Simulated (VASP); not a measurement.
Here is a VASP 6.6.1 calculation.

File POSCAR:

```
HfO2
1.0
    5.1138647926      0.0000000000      0.0047590833
    0.0000000000      5.1814079496      0.0000000000
   -0.8746903207      0.0000000000      5.2222785458
Hf O
4 8
Direct
    0.2761892183      0.4581828059      0.7081931600
    0.7238107817      0.9581828059      0.7918068400
    0.7238107817      0.5418171941      0.2918068400
    0.2761892183      0.0418171941      0.2081931600
    0.4479259116      0.7423206949      0.9785125404
    0.5520740884      0.2423206949      0.5214874596
    0.5520740884      0.2576793051      0.0214874596
    0.4479259116      0.7576793051      0.4785125404
    0.0701456396      0.3338701290      0.3439483318
    0.9298543604      0.8338701290      0.1560516682
    0.9298543604      0.6661298710      0.6560516682
    0.0701456396      0.1661298710      0.8439483318
```

Contents of INCAR.step1:

```
SYSTEM = HfO2
ALGO = Normal
EDIFF = 1E-4
ENCUT = 520
GGA = PE
ISMEAR = -1
LASPH = .TRUE.
LCHARG = .FALSE.
LREAL = .FALSE.
LWAVE = .TRUE.
NBANDS = 56
NELM = 80
PREC = Accurate
SIGMA = 0.02
```

Contents of INCAR.step2:

```
SYSTEM = HfO2
ALGO = Normal
EDIFF = 1E-7
ENCUT = 520
ISIF = 2
ISMEAR = -1
ISTART = 1
LASPH = .TRUE.
LCHARG = .FALSE.
LMIXTAU = .TRUE.
LREAL = .FALSE.
LWAVE = .FALSE.
METAGGA = R2SCAN
NBANDS = 56
NELM = 80
PREC = Accurate
SIGMA = 0.02
```

KPOINTS

```
k-points
0
G
  4 4 4
  0 0 0
```

Potentials or basis: VASP PAW PBE potentials, release 64 (Hf_pv, O).

The run is started by

```sh
$ cat potpaw_PBE.64/Hf_pv/POTCAR potpaw_PBE.64/O/POTCAR > POTCAR
$ cp INCAR.step1 INCAR
$ mpirun -np 1 vasp_std > vasp.out
$ cp INCAR.step2 INCAR
$ mpirun -np 1 vasp_std > vasp.out
```

Q: Estimate the band gap on the k mesh.

A: 4.55 eV (least direct gap 4.64 eV).

Q: Predict the pressure.

A: -3.4 GPa.

Q: Estimate the largest force.

A: 0.096 eV/Å.

Forces in eV/Å, atoms in the order of the input:
```
Hf  -0.071 -0.020 -0.061
Hf   0.071 -0.020  0.061
Hf   0.071  0.020  0.061
Hf  -0.071  0.020 -0.061
O    0.046 -0.006 -0.014
O   -0.046 -0.006  0.014
O   -0.046  0.006  0.014
O    0.046  0.006 -0.014
O    0.010 -0.004  0.041
O   -0.010 -0.004 -0.041
O   -0.010  0.004 -0.041
O    0.010  0.004  0.041
```

Caveat: the cell stands under tension; the PAW data sets were made with another functional, which shifts forces and pressure a little; spin-orbit coupling is left out, which moves the levels of the heavy elements. A k mesh can miss the band edges.
